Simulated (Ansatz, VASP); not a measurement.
GaAs in VASP and in Ansatz

The input INCAR:

```
PREC = Accurate
ENCUT = 500
EDIFF = 1E-6
ISMEAR = 0
SIGMA = 0.03
LREAL = F
LASPH = T
NELM = 120
ALGO = Normal
ISIF = 2
LWAVE = F
LCHARG = F
GGA = PE
NBANDS = 16
GGA_COMPAT = F
```

The input KPOINTS:

```
Automatic mesh
0
Gamma
  10 10 10
```

File POSCAR:

```
GaAs
1.0
    0.0000000000      2.8726922674      3.0163268808
    2.8726922674      0.0000000000      3.0163268808
    2.8726922674      2.8726922674      0.0000000000
Ga As
1 1
Direct
    0.0000000000      0.0000000000      0.0000000000
    0.7500000000      0.7500000000      0.7500000000
```

Input for Ansatz:

```yaml
crystal:
  lattice:
    - [0.0, 2.8726922674, 3.0163268808]
    - [2.8726922674, 0.0, 3.0163268808]
    - [2.8726922674, 2.8726922674, 0.0]
  atoms:
    - { symbol: Ga, position: [0.0, 0.0, 0.0] }
    - { symbol: As, position: [0.75, 0.75, 0.75] }
basis:
  ecutwfc: 420
kpoints:
  mp_grid: { grid: [10, 10, 10] }
hamiltonian:
  xc: pbe
scf:
  occupations: { method: gaussian, width: 0.03 }
output:
  forces: true
  stress: true
  eigenvalues: true
```

Change from the starting cell: strain +0.000 along x and y, +0.050 along z, atoms carried along.

Alike in both runs: task single point; functional PBE; k mesh 10 × 10 × 10; occupations gaussian, width 0.03 eV; no spin polarisation.

|  | VASP | Ansatz |
| --- | --- | --- |
| version | VASP 6.6.1 | Ansatz 0.2.0 |
| potentials or method | VASP PAW PBE potentials, release 64 (Ga_d, As), cutoff 500 eV | scalar-relativistic, plane waves, PAW |
| valence electrons in the cell | 18 | 28 |

```tsv
	VASP	Ansatz	Ansatz less VASP
gap on the k mesh at the Fermi level (eV)	none	none	-
pressure (GPa)	-2.5	-2.6	-0.12
traceless stress, the component that is largest in VASP (GPa)	-1.96	-1.96	-0.003
```

A gap of «none» marks a metal or a gap that the smearing closes. The functional is the same, so the differences come from potentials, cutoffs and numerics. VASP's potentials hold 18 valence electrons a cell and Ansatz's 28, so a difference there can come from the potentials and not from the codes.
